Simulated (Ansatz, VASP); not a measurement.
**One calculation of Bi2Te3, two programs**

```
Bi Te
1.0
     2.23601    1.29096   10.36504
    -2.23601    1.29096   10.36504
     0.00000   -2.58192   10.36504
Bi Te
2 3
Direct
  0.60000 0.60000 0.60000
  0.40000 0.40000 0.40000
  0.79050 0.79050 0.79050
  0.20950 0.20950 0.20950
  0.00000 0.00000 0.00000
```

Change from the starting cell: volume scaled by 1.06.

Alike in both runs: task single point; functional PBEsol; k mesh 7 × 7 × 7; occupations fermi-dirac, width 0.05 eV; no spin polarisation.

|  | VASP | Ansatz |
| --- | --- | --- |
| version | VASP 6.6.1 | Ansatz 0.2.0 |
| potentials or method | VASP PAW PBE potentials, release 64 (Bi_d, Te), cutoff 520 eV | all-electron LAPW, scalar-relativistic |

VASP gave:

* gap on the k mesh at the Fermi level (eV): 0.26
* least direct gap on the mesh (eV): 0.26
* pressure (GPa): -3.2
* traceless stress, the component that is largest in VASP (GPa): -0.30
* rms of the force components (eV/Å): 0.169

Task: What did Ansatz give for the same quantities?

Result: gap on the k mesh at the Fermi level (eV): 0.27; least direct gap on the mesh (eV): 0.27; pressure (GPa): -3.2; traceless stress, the component that is largest in VASP (GPa): -0.30; rms of the force components (eV/Å): 0.174.

VASP's potentials were made for PBE, not for PBEsol. Atom by atom the forces differ by 0.005 eV/Å (rms over components). Ansatz ran all-electron here, and VASP with PAW potentials.

Neither program's run includes spin-orbit coupling.
